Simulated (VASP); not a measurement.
Write the native input for VASP 6.6.1 that does the following.

* Task: relaxation of cell and atoms
* Functional: PBE
* Potentials or basis: VASP PAW PBE potentials, release 64 (Al, P)
* Cutoff: 500 eV
* k mesh: 6 × 6 × 6
* Occupations: gaussian, width 0.01 eV
* Spin: no spin polarisation
* Target pressure: 20 GPa
* Dipole correction: no
* Further INCAR settings: ALGO = Normal; EDIFF = 1e-07; IBRION = 2; EDIFFG = -0.01; NSW = 80; ISIF = 3

The structure of AlP lies in POSCAR:

```
AlP
1.0
    0.0000000000      2.7255000000      2.7255000000
    2.7255000000      0.0000000000      2.7255000000
    2.7255000000      2.7255000000      0.0000000000
Al P
1 1
Direct
    0.0000000000      0.0000000000      0.0000000000
    0.2500000000      0.2500000000      0.2500000000
```

One way to write it, as run:

INCAR

```
PREC = Accurate
ENCUT = 500
EDIFF = 1E-7
ISMEAR = 0
SIGMA = 0.01
LREAL = False
LASPH = True
NELM = 120
ALGO = Normal
ISIF = 3
LWAVE = False
LCHARG = False
GGA = PE
IBRION = 2
NSW = 80
EDIFFG = -0.01
PSTRESS = 200.0
GGA_COMPAT = False
NELMIN = 4
```

KPOINTS

```
Automatic mesh
0
Gamma
  6 6 6
```

Potentials or basis: VASP PAW PBE potentials, release 64 (Al, P).

Launch:

```bash
$ cat potpaw_PBE.64/Al/POTCAR potpaw_PBE.64/P/POTCAR > POTCAR
$ mpirun -np 1 vasp_std > vasp.out
```

It gave:

- Relaxed volume: 17.60 Å³/atom
- Relaxed cell: a = 3.679 Å, b = 3.679 Å, c = 3.679 Å, α = 60.00°, β = 60.00°, γ = 60.00°
- Space group after relaxing (to 0.05 Å): F-43m (No. 216)
- Energy change on relaxing (the enthalpy is what falls): +171.6 meV/atom
- Ionic steps: 7
- Pressure after relaxing: 20.0 GPa
- Band gap on the k mesh: 1.25 eV, indirect (least direct gap 3.66 eV)

Caveat: the cell is relaxed towards a set pressure, so the enthalpy falls and the energy may rise.

Run time: 66 s on 1 thread of AMD EPYC 7R13 (shared host), peak memory 0.12 GiB.
